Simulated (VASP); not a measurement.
Write the native input for VASP 6.6.1 that does the following.

| Item | Value |
| --- | --- |
| Task | single point |
| Functional | PBE |
| Potentials or basis | VASP PAW PBE potentials, release 64 (Yb) |
| Cutoff | 520 eV |
| k mesh | 14 × 14 × 14 |
| Occupations | gaussian, width 0.1 eV |
| Spin | no spin polarisation |
| Dipole correction | no |
| Further INCAR settings | ALGO = Normal; EDIFF = 1e-06; NBANDS = 18 |

The structure of Yb lies in POSCAR:

```
Yb
1.0
    0.0000000000      2.6117895415      2.6117895415
    2.6117895415      0.0000000000      2.6117895415
    2.6117895415      2.6117895415      0.0000000000
Yb
1
Direct
    0.0000000000      0.0000000000      0.0000000000
```

The input as run:

INCAR

```
ALGO = Normal
EDIFF = 1E-6
ENCUT = 520
GGA = PE
ISIF = 2
ISMEAR = 0
LASPH = True
LCHARG = True
LELF = True
LREAL = False
LVHAR = True
LWAVE = False
NBANDS = 18
NELM = 80
PREC = Accurate
SIGMA = 0.1
```

KPOINTS

```
k-points
0
Gamma
  14 14 14
```

Potentials or basis: VASP PAW PBE potentials, release 64 (Yb).

Command:

```bash
$ cat potpaw_PBE.64/Yb/POTCAR > POTCAR
$ mpirun -np 1 vasp_std > vasp.out
```

It gave:

* Pressure: 0.1 GPa
* Band gap on the k mesh: 0.02 eV, indirect (least direct gap 0.12 eV)

Caveat: spin-orbit coupling is left out, which moves the levels of the heavy elements.

Run time: 87 s on 1 thread of AMD EPYC 9R45 96-Core Processor (Zen 5) (shared host), peak memory 0.19 GiB.
